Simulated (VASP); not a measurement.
# Ga (C2/c) in VASP: notebook

Runs on Ga. Level: PBEsol. Tasks: relaxation of shape and atoms at fixed volume.

All numbers are computed with VASP 6.6.1; they aren't measurements. Logs are shortened: lines on timing, memory, paths and dates and some standing lists are left out, and cuts for length are marked.

## 1. The cell of the first run

The structure is monoclinic, space group C2/c (No. 15). The conventional cell has a = 2.713 Å, b = 7.846 Å, c = 3.273 Å, α = 90.00°, β = 94.09°, γ = 90.00°. Within 3.5 Å of Ga (site symmetry 2) lie 10 Ga at 2.66 to 3.27 Å.

## 2. Relaxation of shape and atoms at fixed volume, PBEsol (17.38 Å³/atom)

The input, INCAR:

```
SYSTEM = Ga
  PREC = Accurate
  ENCUT = 600
  EDIFF = 1E-6
  ISMEAR = 0
  SIGMA = 0.1
  LREAL = .FALSE.
  LASPH = .TRUE.
  NELM = 100
  ALGO = Fast
  ISIF = 4
  LWAVE = .FALSE.
  LCHARG = .FALSE.
  GGA = PS
  IBRION = 2
  NSW = 50
  EDIFFG = -0.01
```

The input, KPOINTS:

```
regular mesh
0
G
  16 16 12
  0 0 0
```

The input, POSCAR:

```
Ga
1.0
    1.3564676912     -3.9230368001     -0.0246128552
    1.3564676912      3.9230368001     -0.0246128552
   -0.1744585793      0.0000000000      3.2687646548
Ga
2
Direct
    0.8662412809      0.1337587191      0.2500000000
    0.1337587191      0.8662412809      0.7500000000
```

Potentials or basis: VASP PAW PBE potentials, release 64 (Ga_d).

On the command line:

```sh
cat potpaw_PBE.64/Ga_d/POTCAR > POTCAR
mpirun -np 1 vasp_std > vasp.out
```

OUTCAR:

```text
SYSTEM = Ga
   PREC = Accurate
   ENCUT = 600
   EDIFF = 1E-6
   ISMEAR = 0
   LREAL = .FALSE.
   LASPH = .TRUE.
   NELM = 100
   ISIF = 4
   GGA = PS
   IBRION = 2
   NSW = 50
   EDIFFG = -0.01

 ion  position               nearest neighbor table
   1  0.866  0.134  0.250-   2 2.66   2 2.66   2 2.74   2 2.74   2 2.86   2 2.86
   2  0.134  0.866  0.750-   1 2.66   1 2.66   1 2.74   1 2.74   1 2.86   1 2.86

  LATTYP: Found a base centered monoclinic cell.
 ALAT       =     2.7133819413
 B/A-ratio  =     2.8916215151
 C/A-ratio  =     1.2063973908
 COS(beta)  =    -0.0714028318

  Lattice vectors:

 A1 = (   1.3564676912,  -3.9230368001,  -0.0246128552)
 A2 = (   1.3564676912,   3.9230368001,  -0.0246128552)
 A3 = (  -0.1744585793,   0.0000000000,   3.2687646548)

Analysis of symmetry for initial positions (statically):
=====================================================================
 Subroutine PRICEL returns:
 Original cell was already a primitive cell.

 Routine SETGRP: Setting up the symmetry group for a
 base centered monoclinic supercell.

 Subroutine GETGRP returns: Found  4 space group operations
 (whereof  2 operations were pure point group operations)
 out of a pool of  4 trial point group operations.

The static configuration has the point symmetry S_2 .
 The point group associated with its full space group is C_2h.

Analysis of symmetry for dynamics (positions and initial velocities):
=====================================================================
 Subroutine PRICEL returns:
 Original cell was already a primitive cell.

 Routine SETGRP: Setting up the symmetry group for a
 base centered monoclinic supercell.

 Subroutine GETGRP returns: Found  4 space group operations
 (whereof  2 operations were pure point group operations)
 out of a pool of  4 trial point group operations.

The dynamic configuration has the point symmetry S_2 .
 The point group associated with its full space group is C_2h.

 Subroutine INISYM returns: Found  4 space group operations
 (whereof  2 operations are pure point group operations),
 and found     1 'primitive' translations

----------------------------------------------------------------------------------------

                                     Primitive cell

  volume of cell :      34.7556

  direct lattice vectors                    reciprocal lattice vectors
     1.356467691 -3.923036800 -0.024612855     0.368961738 -0.127452284  0.019692008
     1.356467691  3.923036800 -0.024612855     0.368961738  0.127452284  0.019692008
    -0.174458579  0.000000000  3.268764655     0.005556351  0.000000000  0.306222521

  length of vectors
     4.151003267  4.151003267  3.273416894     0.390851153  0.390851153  0.306272926

  position of ions in fractional coordinates (direct lattice)
     0.866241281  0.133758719  0.250000000
     0.133758719  0.866241281  0.750000000

  ion indices of the primitive-cell ions
   primitive index   ion index
                 1           1
                 2           2

----------------------------------------------------------------------------------------

 KPOINTS: regular mesh

Automatic generation of k-mesh.
 Grid dimensions read from file:
 generate k-points for:   16   16   12

 Generating k-lattice:

  Cartesian coordinates                     Fractional coordinates (reciprocal lattice)
     0.023060109 -0.007965768  0.001230751     0.062500000 -0.000000000  0.000000000
     0.023060109  0.007965768  0.001230751    -0.000000000  0.062500000  0.000000000
     0.000463029  0.000000000  0.025518543     0.000000000  0.000000000  0.083333333

  Length of vectors
     0.024428197  0.024428197  0.025522744

  Shift w.r.t. Gamma in fractional coordinates (k-lattice)
     0.000000000  0.000000000  0.000000000

 Subroutine IBZKPT returns following result:
 ===========================================

 Found    826 irreducible k-points:

 Following reciprocal coordinates:
            Coordinates               Weight
  0.000000  0.000000  0.000000      1.000000
  0.062500  0.000000  0.000000      4.000000
  0.125000  0.000000  0.000000      4.000000
  0.187500  0.000000  0.000000      4.000000
  0.250000  0.000000  0.000000      4.000000
  0.312500  0.000000  0.000000      4.000000
[... 16 lines left out ...]
 -0.125000  0.062500 -0.000000      4.000000
 -0.062500  0.062500  0.000000      2.000000
 [... further k-points ...]
   k-points           NKPTS =    826   k-points in BZ     NKDIM =    826   number of bands    NBANDS=     17
   number of dos      NEDOS =    301   number of ions     NIONS =      2
   total plane-waves  NPLWV =  36288
   dimension x,y,z NGX =    36 NGY =   36 NGZ =   28
   dimension x,y,z NGXF=    72 NGYF=   72 NGZF=   56
   ions per type =               2
   NGX,Y,Z   is equivalent  to a cutoff of  14.42, 14.42, 14.22 a.u.
   NGXF,Y,Z  is equivalent  to a cutoff of  28.84, 28.84, 28.44 a.u.
 SYSTEM =  Ga
   PREC   = accura    normal or accurate (medium, high low for compatibility)
   ISTART =      0    job   : 0-new  1-cont  2-samecut
   ICHARG =      2    charge: 1-file 2-atom 10-const
   ISPIN  =      1    spin polarized calculation?
   LNONCOLLINEAR =      F non collinear calculations
   LSORBIT =      F    spin-orbit coupling
   LASPH  =      T    aspherical Exc in radial PAW
   ENCUT  =  600.0 eV  44.10 Ry    6.64 a.u.   8.29  8.29  6.54*2*pi/ulx,y,z
   NELM   =    100;   NELMIN=  2; NELMDL= -5     # of ELM steps
   EDIFF  = 0.1E-05   stopping-criterion for ELM
   LREAL  =      F    real-space projection
   EDIFFG = -.1E-01   stopping-criterion for IOM
   NSW    =     50    number of steps for IOM
   IBRION =      2    ionic relax: 0-MD 1-quasi-New 2-CG
   NFREE  =      1    steps in history (QN), initial steepest desc. (CG)
   ISIF   =      4    stress and relaxation
   ISYM   =      2    0-nonsym 1-usesym 2-fastsym
   POTIM  = 0.5000    time-step for ionic-motion
   TEBEG  =    0.0;   TEEND  =   0.0 temperature during run
   PSTRESS=    0.0 pullay stress
   NELECT =      26.0000    total number of electrons
   NUPDOWN=      -1.0000    fix difference up-down
   EMIN   =  10.00;   EMAX   =-10.00  energy-range for DOS
   EFERMI =   0.00;   METHOD = LEGACY
   ISMEAR =     0;   SIGMA  =   0.10  broadening in eV -4-tet -1-fermi 0-gaus
   EFERMI_NEDOS =   21; number of points for ismear=-14 and -15
   IALGO  =     68    algorithm
   IMIX   =      4    mixing-type and parameters
     AMIX     =   0.40;   BMIX     =  1.00
     AMIX_MAG =   1.60;   BMIX_MAG =  1.00
  volume/ion in A,a.u.               =      17.38       117.27
  Fermi-wavevector in a.u.,A,eV,Ry     =   1.486133  2.808384 30.049714  2.208592
  Thomas-Fermi vector in A             =   2.599458
   LORBIT       =      0    0 simple, 1 ext, 2 COOP (PROOUT), +10 PAW based schemes
   GGA     = PS    functional components
   LHFCALC =     F    Hartree Fock is set to
   AEXX    =    0.0000 exact exchange contribution
   IVDW    =     0    specifies the selected vdW correction
   LEPSILON=     F    determine dielectric tensor
   LRPA    =     F    only Hartree local field effects (RPA)
 conjugate gradient relaxation of ions
 non-spin polarized calculation
 RMM-DIIS sequential band-by-band and
 Gauss-broadening in eV      SIGMA  =   0.10
  energy-cutoff  :      600.00
  volume of cell :       34.76
 maximum number of plane-waves:      1176
 NGX is ok and might be reduce to    36
   NGX = 17   NGY = 17   NGZ = 13

--------------------------------------- Ionic step        1  -------------------------------------------

 number of electron      25.9999994 magnetization

 Free energy of the ion-electron system (eV)
  ---------------------------------------------------
  ext. energy  EPLUGINS =         0.00000000
  ---------------------------------------------------
  free energy    TOTEN  =        -6.67928142 eV

  energy without entropy =       -6.67664466  energy(sigma->0) =       -6.67796304

------------------------ aborting loop because EDIFF is reached ----------------------------------------

  FORCE on cell =-STRESS in cart. coord.  units (eV):
  Direction    XX          YY          ZZ          XY          YZ          ZX
  --------------------------------------------------------------------------------------
  -------------------------------------------------------------------------------------
  Total        0.4373478      0.4770789      0.4125810      0.0000000      0.0000000     -0.0093703
  in kB       20.1610352     21.9925758     19.0193271      0.0000000      0.0000000     -0.4319566
  external PRESSURE =      20.3909793 kB  Pullay stress =       0.0000000 kB

 VOLUME and BASIS-vectors are now :
 -----------------------------------------------------------------------------
  energy-cutoff  :      600.00
  volume of cell :       34.76
      direct lattice vectors                 reciprocal lattice vectors
     1.356467691 -3.923036800 -0.024612855     0.368961738 -0.127452284  0.019692008
     1.356467691  3.923036800 -0.024612855     0.368961738  0.127452284  0.019692008
    -0.174458579  0.000000000  3.268764655     0.005556351  0.000000000  0.306222521
[... 37 lines left out ...]
 POSITION                                       TOTAL-FORCE (eV/Angst)
 -----------------------------------------------------------------------------------
      1.31252     -2.87647      0.79171         0.000000     -0.004212      0.000000
      1.22493      2.87647      2.42494        -0.000000      0.004212     -0.000000
 -----------------------------------------------------------------------------------
    total drift:                               -0.000000     -0.000000      0.000000

  FREE ENERGIE OF THE ION-ELECTRON SYSTEM (eV)
  ---------------------------------------------------
  free  energy   TOTEN  =        -6.6793379877 eV

  energy  without entropy=       -6.6767004036  energy(sigma->0) =       -6.67801920

--------------------------------------- Ionic step        3  -------------------------------------------

 number of electron      25.9999993 magnetization

 Free energy of the ion-electron system (eV)
  ---------------------------------------------------
  ext. energy  EPLUGINS =         0.00000000
  ---------------------------------------------------
  free energy    TOTEN  =        -6.67938615 eV

  energy without entropy =       -6.67673285  energy(sigma->0) =       -6.67805950

 E-fermi :   6.1730     XC(G=0): -11.5281

 val. band max:        6.1678175652   @ k =   0.0625   0.0625   0.3333
 cond. band min:       6.1732954131   @ k =  -0.3125  -0.3125   0.3333
 fundamental gap:      0.0054778479
 Fermi energy:         6.1729610376

 k-point     1 :       0.0000    0.0000    0.0000
  band No.  band energies     occupation
      1      -9.0771      2.00000
      2      -9.0734      2.00000
      3      -9.0149      2.00000
      4      -9.0124      2.00000
      5      -8.6908      2.00000
      6      -8.6897      2.00000
[... 9 lines left out ...]
     16      16.1569      0.00000
     17      17.3221      0.00000
[... 441 lines left out ...]
 k-point    24 :      -0.0625    0.0625    0.0000
  band No.  band energies     occupation
      1      -9.0782      2.00000
      2      -9.0684      2.00000
      3      -9.0299      2.00000
      4      -8.9917      2.00000
      5      -8.6979      2.00000
      6      -8.6940      2.00000
[... 9 lines left out ...]
     16      15.8734      0.00000
     17      16.5449      0.00000

 [... further k-points ...]
[... 5 lines left out ...]
  --------------------------------------------------------------------------------------
  -------------------------------------------------------------------------------------
  Total        0.4460168      0.4442980      0.4361246      0.0000000      0.0000000     -0.0047140
  in kB       20.5606613     20.4814301     20.1046469      0.0000000      0.0000000     -0.2173056
  external PRESSURE =      20.3822461 kB  Pullay stress =       0.0000000 kB

 VOLUME and BASIS-vectors are now :
 -----------------------------------------------------------------------------
  energy-cutoff  :      600.00
  volume of cell :       34.76
      direct lattice vectors                 reciprocal lattice vectors
     1.356037919 -3.932053387 -0.025404719     0.369095191 -0.127160023  0.019959863
     1.356037919  3.932053387 -0.025404719     0.369095191  0.127160023  0.019959863
    -0.176426107  0.000000000  3.262448654     0.005748295  0.000000000  0.306829089

 POSITION                                       TOTAL-FORCE (eV/Angst)
 -----------------------------------------------------------------------------------
      1.31193     -2.88155      0.79021         0.000000      0.004805      0.000000
      1.22372      2.88155      2.42143        -0.000000     -0.004805     -0.000000
 -----------------------------------------------------------------------------------
    total drift:                               -0.000000     -0.000000      0.000000

  FREE ENERGIE OF THE ION-ELECTRON SYSTEM (eV)
  ---------------------------------------------------
  free  energy   TOTEN  =        -6.6793861475 eV

  energy  without entropy=       -6.6767328485  energy(sigma->0) =       -6.67805950

 reached required accuracy - stopping structural energy minimisation
```

It took 37 min on 1 thread of Oxide Virtual Turin-like, shared host; peak memory 0.57 GiB.

Results:

- Free energy: -6.6794 eV
- Energy gained by relaxing: 0.1 meV/atom
- Ionic steps: 3
- Pressure after relaxing: 2.0 GPa
- Largest force after relaxing: 0.005 eV/Å
- Band gap on the k mesh: zero (bands 13 and 14 overlap by 8.88 eV)

Forces in eV/Å, atoms in the order of the input:
```
Ga   0.000  0.005  0.000
Ga   0.000 -0.005  0.000
```

Step by step:
```csv
step,energy change (eV),largest force (eV/Å),pressure (GPa),volume (Å³)
1,0.0000,0.0105,2.04,34.76
2,-0.0001,0.0042,2.09,34.76
3,-0.0001,0.0048,2.04,34.76
```

Final structure:
```
Ga
1.0
     1.35604   -3.93205   -0.02540
     1.35604    3.93205   -0.02540
    -0.17643    0.00000    3.26245
Ga
2
Direct
  0.86642 0.13358 0.25000
  0.13358 0.86642 0.75000
```

Caveat: the PAW data sets were made with another functional, which shifts forces and pressure a little.

## 3. Relaxation of shape and atoms at fixed volume, PBEsol (19.71 Å³/atom)

This run uses another cell than the first one, of 19.71 Å³/atom.

The input, INCAR:

```
  PREC = Accurate
  ENCUT = 600
  EDIFF = 1E-7
  ISMEAR = 0
  SIGMA = 0.1
  LREAL = False
  LASPH = True
  NELM = 60
  ALGO = Fast
  ISIF = 4
  LWAVE = False
  LCHARG = False
  GGA = PS
  IBRION = 2
  NSW = 50
  EDIFFG = -0.01
```

The input, KPOINTS:

```
Automatic mesh
0
Gamma
  16 16 12
```

The input, POSCAR:

```
Ga
1.0
    1.4163320823     -4.0561865164     -0.0141050482
    1.4163320823      4.0561865164     -0.0141050482
   -0.1538609522      0.0000000000      3.4318365948
Ga
2
Direct
    0.8658421045      0.1341578955      0.2500000000
    0.1341578955      0.8658421045      0.7500000000
```

Potentials or basis: VASP PAW PBE potentials, release 64 (Ga_d).

On the command line:

```sh
cat potpaw_PBE.64/Ga_d/POTCAR > POTCAR
mpirun -np 1 vasp_std > vasp.out
```

Run time: 19 min. Hardware: 1 thread of Oxide Virtual Turin-like, shared host; peak memory 0.62 GiB.

The run converged. Its results:

| Item | Value |
| --- | --- |
| Free energy | -6.6326 eV |
| Energy gained by relaxing | 0.0 meV/atom |
| Ionic steps | 2 |
| Pressure after relaxing | -4.5 GPa |
| Largest force after relaxing | 0.006 eV/Å |
| Band gap on the k mesh | zero (bands 13 and 14 overlap by 7.80 eV) |

Forces in eV/Å, atoms in the order of the input:
```
Ga   0.000  0.006  0.000
Ga   0.000 -0.006  0.000
```

Stress tensor (GPa, compression positive):
```
-4.51  0.00  0.05
 0.00 -4.57  0.00
 0.05  0.00 -4.53
```

Final structure:
```xyz
2
Lattice="1.4167 -4.0551 -0.0136 1.4167 4.0551 -0.0136 -0.1528 0.0000 3.4318" Properties=species:S:1:pos:R:3 pbc="T T T"
Ga    1.3785   -2.9665    0.8443
Ga    1.3021    2.9665    2.5602
```

Levels at points of the mesh, in eV from the Fermi level:
| k point | band 11 | band 12 | band 13 | band 14 | band 15 | band 16 |
| --- | --- | --- | --- | --- | --- | --- |
| (0.00, 0.00, 0.00) | -10.82 | -1.73 | -1.61 | 1.35 | 5.09 | 9.00 |
| (0.50, 0.00, 0.00) | -5.93 | -4.88 | -1.20 | 0.05 | 5.17 | 6.47 |
| (0.50, 0.50, 0.00) | -8.85 | -8.09 | 3.50 | 4.39 | 5.29 | 5.59 |
| (0.00, 0.00, 0.50) | -7.59 | -7.59 | 1.73 | 1.73 | 2.57 | 2.57 |
| (0.50, 0.00, 0.50) | -3.07 | -2.93 | -1.61 | -1.56 | 1.65 | 2.41 |
| (0.50, 0.50, 0.50) | -5.97 | -5.97 | -4.08 | -4.08 | 10.02 | 10.02 |

Caveat: the PAW data sets were made with another functional, which shifts forces and pressure a little.
